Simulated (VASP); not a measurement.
# GaB2Ir2 (Fddd) in VASP: single point with LDA

Aim: the single point of GaB2Ir2 with LDA.

All numbers are computed with VASP 6.6.1; they aren't measurements. Logs are shortened: lines on timing, memory, paths and dates and some standing lists are left out, and cuts for length are marked.

**1. The cell of the first run**

Symmetry: Fddd, No. 70, orthorhombic system. Conventional cell: a = 5.548 Å, b = 8.645 Å, c = 9.812 Å, α = 90.00°, β = 90.00°, γ = 90.00°. Ir (site symmetry 2) has 4 B at 1.93 to 1.99 Å and 3 Ir at 2.54 to 2.57 Å within 2.6 Å. B (site symmetry 2) has 4 Ir at 1.93 to 1.99 Å within 2.6 Å. Within 3.7 Å of Ga (site symmetry 222) lie 10 B at 2.78 to 3.17 Å and 10 Ir at 2.83 to 3.64 Å and 4 Ga at 3.55 Å.

**2. Single point, LDA**

The input, INCAR:

```
PREC = Accurate
ENCUT = 500
EDIFF = 1E-6
ISMEAR = -1
SIGMA = 0.1
LREAL = False
LASPH = True
NELM = 120
ALGO = Normal
ISIF = 2
LWAVE = False
LCHARG = False
GGA = CA
NBANDS = 48
GGA_COMPAT = False
```

The input, KPOINTS:

```
regular mesh
0
Gamma
  6 6 6
```

The input, POSCAR:

```
GaB2Ir2
1.0
    0.0000000000      4.3225870000      2.7740330000
    0.0000000000     -4.3225870000      2.7740330000
    4.9060610000      0.0000000000     -2.7740330000
Ir B Ga
4 4 2
Direct
    0.7456600000      0.4956600000      0.9913200000
    0.0043400000      0.7543400000      0.5086800000
    0.2543400000      0.5043400000      0.0086800000
    0.9956600000      0.2456600000      0.4913200000
    0.6970000000      0.8030000000      0.2500000000
    0.0530000000      0.4470000000      0.2500000000
    0.3030000000      0.1970000000      0.7500000000
    0.9470000000      0.5530000000      0.7500000000
    0.3750000000      0.1250000000      0.2500000000
    0.6250000000      0.8750000000      0.7500000000
```

Potentials or basis: VASP PAW LDA potentials, release 64 (Ir, B, Ga_d).

Launch:

```
$ cat potpaw_LDA.64/Ir/POTCAR potpaw_LDA.64/B/POTCAR potpaw_LDA.64/Ga_d/POTCAR > POTCAR
$ mpirun -np 1 vasp_std > vasp.out
```

OUTCAR:

```text
PREC = Accurate
   ENCUT = 500
   EDIFF = 1E-6
   ISMEAR = -1
   LREAL = False
   LASPH = True
   NELM = 120
   ISIF = 2
   GGA = CA

 ion  position               nearest neighbor table
   1  0.746  0.496  0.991-   7 1.93   8 1.93   5 1.99   6 1.99   2 2.54   3 2.57   3 2.57  10 2.83
                            10 2.83   9 3.05   9 3.05
   2  0.004  0.754  0.509-   7 1.93   8 1.93   5 1.99   6 1.99   1 2.54   4 2.57   4 2.57  10 2.83
                            10 2.83   9 3.05   9 3.05
   3  0.254  0.504  0.009-   5 1.93   6 1.93   7 1.99   8 1.99   4 2.54   1 2.57   1 2.57   9 2.83
                             9 2.83  10 3.05  10 3.05
   4  0.996  0.246  0.491-   5 1.93   6 1.93   7 1.99   8 1.99   3 2.54   2 2.57   2 2.57   9 2.83
                             9 2.83  10 3.05  10 3.05
   5  0.697  0.803  0.250-   3 1.93   4 1.93   1 1.99   2 1.99
   6  0.053  0.447  0.250-   3 1.93   4 1.93   1 1.99   2 1.99
   7  0.303  0.197  0.750-   1 1.93   2 1.93   3 1.99   4 1.99
   8  0.947  0.553  0.750-   1 1.93   2 1.93   3 1.99   4 1.99
   9  0.375  0.125  0.250-   4 2.83   3 2.83   4 2.83   3 2.83   2 3.05   1 3.05   2 3.05   1 3.05

  10  0.625  0.875  0.750-   1 2.83   1 2.83   2 2.83   2 2.83   3 3.05   4 3.05   3 3.05   4 3.05

  LATTYP: Found a face centered orthorhombic cell.
 ALAT       =     5.5480660000
 B/A-ratio  =     1.5582320037
 C/A-ratio  =     1.7685661995

  Lattice vectors:

 A1 = (   4.9060610000,  -4.3225870000,   0.0000000000)
 A2 = (   4.9060610000,   0.0000000000,   2.7740330000)
 A3 = (   0.0000000000,  -4.3225870000,   2.7740330000)

Analysis of symmetry for initial positions (statically):
=====================================================================
 Subroutine PRICEL returns:
 Original cell was already a primitive cell.

 Routine SETGRP: Setting up the symmetry group for a
 face centered orthorhombic supercell.

 Subroutine GETGRP returns: Found  8 space group operations
 (whereof  2 operations were pure point group operations)
 out of a pool of  8 trial point group operations.

The static configuration has the point symmetry S_2 .
 The point group associated with its full space group is D_2h.

Analysis of symmetry for dynamics (positions and initial velocities):
=====================================================================
 Subroutine PRICEL returns:
 Original cell was already a primitive cell.

 Routine SETGRP: Setting up the symmetry group for a
 face centered orthorhombic supercell.

 Subroutine GETGRP returns: Found  8 space group operations
 (whereof  2 operations were pure point group operations)
 out of a pool of  8 trial point group operations.

The dynamic configuration has the point symmetry S_2 .
 The point group associated with its full space group is D_2h.

 Subroutine INISYM returns: Found  8 space group operations
 (whereof  2 operations are pure point group operations),
 and found     1 'primitive' translations

----------------------------------------------------------------------------------------

                                     Primitive cell

  volume of cell :     117.6571

  direct lattice vectors                    reciprocal lattice vectors
     0.000000000  4.322587000  2.774033000     0.101914754  0.115671472  0.180242989
     0.000000000 -4.322587000  2.774033000     0.101914754 -0.115671472  0.180242989
     4.906061000  0.000000000 -2.774033000     0.203829508  0.000000000  0.000000000

  length of vectors
     5.136148115  5.136148115  5.636017532     0.237179345  0.237179345  0.203829508

  position of ions in fractional coordinates (direct lattice)
     0.745660000  0.495660000  0.991320000
     0.004340000  0.754340000  0.508680000
     0.254340000  0.504340000  0.008680000
     0.995660000  0.245660000  0.491320000
     0.697000000  0.803000000  0.250000000
     0.053000000  0.447000000  0.250000000
     0.303000000  0.197000000  0.750000000
     0.947000000  0.553000000  0.750000000
     0.375000000  0.125000000  0.250000000
     0.625000000  0.875000000  0.750000000

  ion indices of the primitive-cell ions
   primitive index   ion index
                 1           1
                 2           2
                 3           3
                 4           4
                 5           5
                 6           6
                 7           7
                 8           8
                 9           9
                10          10

----------------------------------------------------------------------------------------

 KPOINTS: regular mesh

Automatic generation of k-mesh.
 Grid dimensions read from file:
 generate k-points for:    6    6    6

 Generating k-lattice:

  Cartesian coordinates                     Fractional coordinates (reciprocal lattice)
     0.016985792  0.019278579  0.030040498     0.166666667 -0.000000000  0.000000000
     0.016985792 -0.019278579  0.030040498    -0.000000000  0.166666667  0.000000000
     0.033971585  0.000000000  0.000000000     0.000000000  0.000000000  0.166666667

  Length of vectors
     0.039529891  0.039529891  0.033971585

  Shift w.r.t. Gamma in fractional coordinates (k-lattice)
     0.000000000  0.000000000  0.000000000

 Subroutine IBZKPT returns following result:
 ===========================================

 Found     46 irreducible k-points:

 Following reciprocal coordinates:
            Coordinates               Weight
  0.000000  0.000000  0.000000      1.000000
  0.166667  0.000000 -0.000000      8.000000
  0.333333  0.000000  0.000000      8.000000
  0.500000  0.000000 -0.000000      4.000000
  0.166667  0.166667 -0.000000      4.000000
  0.333333  0.166667  0.000000      8.000000
[... 16 lines left out ...]
  0.333333  0.333333  0.166667      2.000000
 -0.333333  0.333333  0.166667      4.000000
 [... further k-points ...]
   k-points           NKPTS =     46   k-points in BZ     NKDIM =     46   number of bands    NBANDS=     48
   number of dos      NEDOS =    301   number of ions     NIONS =     10
   total plane-waves  NPLWV =  67200
   dimension x,y,z NGX =    40 NGY =   40 NGZ =   42
   dimension x,y,z NGXF=    80 NGYF=   80 NGZF=   84
   ions per type =               4   4   2
   NGX,Y,Z   is equivalent  to a cutoff of  12.95, 12.95, 12.39 a.u.
   NGXF,Y,Z  is equivalent  to a cutoff of  25.89, 25.89, 24.78 a.u.
 SYSTEM =  unknown system
   PREC   = accura    normal or accurate (medium, high low for compatibility)
   ISTART =      0    job   : 0-new  1-cont  2-samecut
   ICHARG =      2    charge: 1-file 2-atom 10-const
   ISPIN  =      1    spin polarized calculation?
   LNONCOLLINEAR =      F non collinear calculations
   LSORBIT =      F    spin-orbit coupling
   LASPH  =      T    aspherical Exc in radial PAW
   ENCUT  =  500.0 eV  36.75 Ry    6.06 a.u.   9.36  9.36 10.28*2*pi/ulx,y,z
   NELM   =    120;   NELMIN=  2; NELMDL= -5     # of ELM steps
   EDIFF  = 0.1E-05   stopping-criterion for ELM
   LREAL  =      F    real-space projection
   EDIFFG = 0.1E-04   stopping-criterion for IOM
   NSW    =      0    number of steps for IOM
   IBRION =     -1    ionic relax: 0-MD 1-quasi-New 2-CG
   NFREE  =      0    steps in history (QN), initial steepest desc. (CG)
   ISIF   =      2    stress and relaxation
   ISYM   =      2    0-nonsym 1-usesym 2-fastsym
   POTIM  = 0.5000    time-step for ionic-motion
   TEBEG  =    0.0;   TEEND  =   0.0 temperature during run
   PSTRESS=    0.0 pullay stress
   NELECT =      74.0000    total number of electrons
   NUPDOWN=      -1.0000    fix difference up-down
   EMIN   =  10.00;   EMAX   =-10.00  energy-range for DOS
   EFERMI =   0.00;   METHOD = LEGACY
   ISMEAR =    -1;   SIGMA  =   0.10  broadening in eV -4-tet -1-fermi 0-gaus
   EFERMI_NEDOS =   21; number of points for ismear=-14 and -15
   IALGO  =     38    algorithm
   IMIX   =      4    mixing-type and parameters
     AMIX     =   0.40;   BMIX     =  1.00
     AMIX_MAG =   1.60;   BMIX_MAG =  1.00
  volume/ion in A,a.u.               =      11.77        79.40
  Fermi-wavevector in a.u.,A,eV,Ry     =   1.402639  2.650604 26.768057  1.967397
  Thomas-Fermi vector in A             =   2.525381
   LORBIT       =      0    0 simple, 1 ext, 2 COOP (PROOUT), +10 PAW based schemes
   GGA     = CA    functional components
   LHFCALC =     F    Hartree Fock is set to
   AEXX    =    0.0000 exact exchange contribution
   IVDW    =     0    specifies the selected vdW correction
   LEPSILON=     F    determine dielectric tensor
   LRPA    =     F    only Hartree local field effects (RPA)
 non-spin polarized calculation
  energy-cutoff  :      500.00
  volume of cell :      117.66
 maximum number of plane-waves:      3003
 NGX is ok and might be reduce to    40
   NGX = 19   NGY = 19   NGZ = 21

 number of electron      73.9999992 magnetization

 Free energy of the ion-electron system (eV)
  ---------------------------------------------------
  ext. energy  EPLUGINS =         0.00000000
  ---------------------------------------------------
  free energy    TOTEN  =       -75.32939369 eV

  energy without entropy =      -75.22201739  energy(sigma->0) =      -75.27570554

 E-fermi :   8.7039     XC(G=0): -12.8509

 val. band max:        8.6640952182   @ k =  -0.3333   0.3333   0.3333
 cond. band min:       8.7048008665   @ k =   0.3333   0.0000   0.3333
 fundamental gap:      0.0407056483
 Fermi energy:         8.7038982184

 k-point     1 :       0.0000    0.0000    0.0000
  band No.  band energies     occupation
      1      -6.6103      2.00000
      2      -6.6091      2.00000
      3      -6.5968      2.00000
      4      -6.5922      2.00000
      5      -6.5915      2.00000
      6      -6.5892      2.00000
[... 40 lines left out ...]
     47      14.0703      0.00000
     48      14.7029      0.00000
[... 1171 lines left out ...]
     47      13.8742      0.00000
     48      14.3957      0.00000

 [... further k-points ...]

------------------------ aborting loop because EDIFF is reached ----------------------------------------

  FORCE on cell =-STRESS in cart. coord.  units (eV):
  Direction    XX          YY          ZZ          XY          YZ          ZX
  --------------------------------------------------------------------------------------
  -------------------------------------------------------------------------------------
  Total       43.7760871     30.7150712     29.0141708      0.0000000      0.0000000      0.0000000
  in kB      596.1138563    418.2575634    395.0958242      0.0000000      0.0000000      0.0000000
  external PRESSURE =     469.8224147 kB  Pullay stress =       0.0000000 kB

 VOLUME and BASIS-vectors are now :
 -----------------------------------------------------------------------------
  energy-cutoff  :      500.00
  volume of cell :      117.66
      direct lattice vectors                 reciprocal lattice vectors
     0.000000000  4.322587000  2.774033000     0.101914754  0.115671472  0.180242989
     0.000000000 -4.322587000  2.774033000     0.101914754 -0.115671472  0.180242989
     4.906061000  0.000000000 -2.774033000     0.203829508  0.000000000  0.000000000

 POSITION                                       TOTAL-FORCE (eV/Angst)
 -----------------------------------------------------------------------------------
      4.86348      1.08065      0.69351        -1.952268      0.000000      0.000000
      2.49562     -3.24194      0.69351         1.952268      0.000000     -0.000000
      0.04258     -1.08065      2.08052         1.952268      0.000000     -0.000000
      2.41045      3.24194      2.08052        -1.952268      0.000000      0.000000
      1.22652     -0.45819      3.46754         0.000000     -1.595788      0.000000
      1.22652     -1.70310      0.69351        -0.000000      1.595788      0.000000
      3.67955      0.45819     -0.69351        -0.000000      1.595788      0.000000
      3.67955      1.70310      2.08052        -0.000000     -1.595788      0.000000
      1.22652      1.08065      0.69351        -0.000000      0.000000      0.000000
      3.67955     -1.08065      2.08052         0.000000      0.000000      0.000000
 -----------------------------------------------------------------------------------
    total drift:                               -0.000000     -0.000000      0.000000

  FREE ENERGIE OF THE ION-ELECTRON SYSTEM (eV)
  ---------------------------------------------------
  free  energy   TOTEN  =       -75.3293936900 eV

  energy  without entropy=      -75.2220173879  energy(sigma->0) =      -75.27570554
```

It took 9.1 min on 1 thread of Oxide Virtual Turin-like, shared host; peak memory 0.31 GiB.

What came out:

```
Free energy            : -75.3294 eV
Pressure               : 47.0 GPa
Largest force          : 1.952 eV/Å
Band gap on the k mesh : zero (bands 37 and 38 overlap by 1.24 eV)
```

Forces in eV/Å, atoms in the order of the input:
```
Ir  -1.952  0.000  0.000
Ir   1.952  0.000  0.000
Ir   1.952  0.000  0.000
Ir  -1.952  0.000  0.000
B    0.000 -1.596  0.000
B    0.000  1.596  0.000
B    0.000  1.596  0.000
B    0.000 -1.596  0.000
Ga   0.000  0.000  0.000
Ga   0.000  0.000  0.000
```

Caveat: the stress differs along the axes, from 40 to 60 GPa; spin-orbit coupling is left out, which moves the levels of the heavy elements; forces of over 1 eV/Å act on the atoms, so gaps and moduli don't describe the material at rest.

The gap in the log of VASP goes by the Fermi energy; the results here count the filled bands.